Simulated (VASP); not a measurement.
Here is a VASP 6.6.1 calculation.

Contents of INCAR:

```
PREC     = Accurate       # precision mode
ENCUT    = 600            # plane-wave cutoff, eV
EDIFF    = 1E-6           # SCF threshold, eV
ISMEAR   = 0              # smearing method
SIGMA    = 0.1            # smearing width, eV
LREAL    = False          # projectors in reciprocal space
LASPH    = True           # aspherical terms in the spheres
NELM     = 120            # most SCF steps
ALGO     = Normal         # electronic algorithm
ISIF     = 2              # what is computed and relaxed
LWAVE    = False          # write WAVECAR
LCHARG   = False          # write CHGCAR
GGA      = PE             # functional
NBANDS   = 35             # bands
GGA_COMPAT= False
```

KPOINTS

```
regular mesh
0
Gamma
  6 6 6
```

The input POSCAR:

```
AlGa3N2
1.0
    2.6261693600      1.5162195900      3.8610455800
   -2.6261693600      1.5162195900      3.8610455800
    0.0000000000     -3.0324391700      3.8610455800
Al Ga N
1 3 2
Direct
    0.5000000000      0.5000000000      0.5000000000
    0.5000000000      0.5000000000      0.0000000000
    0.0000000000      0.5000000000      0.5000000000
    0.5000000000      0.0000000000      0.5000000000
    0.8720504600      0.8720504600      0.8720504600
    0.1279495400      0.1279495400      0.1279495400
```

Potentials or basis: VASP PAW PBE potentials, release 64 (Al, Ga_d, N).

Run with:

```sh
$ cat potpaw_PBE.64/Al/POTCAR potpaw_PBE.64/Ga_d/POTCAR potpaw_PBE.64/N/POTCAR > POTCAR
$ mpirun -np 1 vasp_std > vasp.out
```

(1) Predict the largest force.

(2) Estimate the band gap on the k mesh.

Results:

(1) 0.767 eV/Å.

(2) zero (band 26 reaches 5.14 eV, above the bottom of band 27 at 3.78 eV).
